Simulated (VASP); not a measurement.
Wanted: the native input for a VASP 6.6.1 run.

```yaml
Task: single point
Functional: PBE
Potentials_or_basis: VASP PAW PBE potentials, release 64 (Cr_pv)
Cutoff: 500 eV
k_mesh: 23 × 23 × 23
Occupations: fermi-dirac, width 0.0612256 eV
Spin: no spin polarisation
Dipole_correction: no
Further_INCAR_settings: ALGO = Normal; EDIFF = 1e-06; NBANDS = 12
```

The structure of Cr lies in POSCAR:

```
Cr
1.0
    2.3851089321      0.0000000000      0.0000000000
    0.0000000000      2.3851089321      0.0000000000
    0.0000000000      0.0000000000      2.3851089321
Cr
1
Direct
    0.0000000000      0.0000000000      0.0000000000
```

These files were run (other wordings do the same):

INCAR

```
SYSTEM = Cr
PREC = Accurate ; ENCUT = 500
EDIFF = 1E-6 ; ISMEAR = -1
SIGMA = 0.06122561905347299 ; LREAL = .False.
LASPH = .True. ; NELM = 120
ALGO = Normal ; ISIF = 2
LWAVE = .False. ; LCHARG = .False.
GGA = PE ; NBANDS = 12
GGA_COMPAT = .False.
```

KPOINTS

```
Automatic mesh
0
Gamma
  23 23 23
  0 0 0
```

Potentials or basis: VASP PAW PBE potentials, release 64 (Cr_pv).

Run with:

```bash
$ cat potpaw_PBE.64/Cr_pv/POTCAR > POTCAR
$ mpirun -np 1 vasp_std > vasp.out
```

Results of the run:

* Pressure: -9.9 GPa
* Band gap on the k mesh: zero (band 6 reaches 9.87 eV, above the bottom of band 7 at 8.32 eV)

Caveat: the run has no spin polarisation, though such a crystal can be magnetic.

It took 23 s on 1 thread of AMD EPYC 7R13 Processor (Zen 3), on a shared host, peak memory 0.13 GiB.
